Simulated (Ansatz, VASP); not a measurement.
# BeS in VASP and in Ansatz

Contents of INCAR:

```
PREC = Accurate
ENCUT = 520
EDIFF = 1E-7
ISMEAR = 0
SIGMA = 0.05
LREAL = F
LASPH = T
NELM = 60
ALGO = Normal
ISIF = 2
LWAVE = F
LCHARG = F
GGA = PE
NBANDS = 11
```

KPOINTS

```
regular mesh
0
Gamma
  12 12 12
```

The input POSCAR:

```
BeS
1.0
    0.0000000000      2.4362962971      2.4362962971
    2.4362962971      0.0000000000      2.4362962971
    2.4362962971      2.4362962971      0.0000000000
Be S
1 1
Direct
    0.0000000000      0.0000000000      0.0000000000
    0.7500000000      0.7500000000      0.7500000000
```

Input for Ansatz:

```yaml
crystal:
  lattice:
    - [0.0, 2.4362962971, 2.4362962971]
    - [2.4362962971, 0.0, 2.4362962971]
    - [2.4362962971, 2.4362962971, 0.0]
  atoms:
    - { symbol: Be, position: [0.0, 0.0, 0.0] }
    - { symbol: S, position: [0.75, 0.75, 0.75] }
basis:
  ecutwfc: 420
  ecutrho_ratio: 4
kpoints:
  mp_grid: { grid: [12, 12, 12] }
hamiltonian:
  xc: pbe
scf:
  occupations: { method: gaussian, width: 0.05 }
output:
  forces: true
  stress: true
  eigenvalues: true
```

Alike in both runs: task single point; functional PBE; k mesh 12 × 12 × 12; occupations gaussian, width 0.05 eV; no spin polarisation.

```csv
,VASP,Ansatz
version,VASP 6.6.1,Ansatz 0.2.0
potentials or method,"VASP PAW PBE potentials, release 64 (Be, S), cutoff 520 eV","scalar-relativistic, plane waves, PAW"
valence electrons in the cell,8,8
```

|  | VASP | Ansatz | Ansatz less VASP |
| --- | --- | --- | --- |
| gap on the k mesh at the Fermi level (eV) | 3.14 | 3.14 | -0.001 |
| least direct gap on the mesh (eV) | 5.68 | 5.66 | -0.018 |
| pressure (GPa) | 0.2 | 0.2 | -0.01 |

With one functional, cell and mesh, what is left measures potentials, basis and numerics.
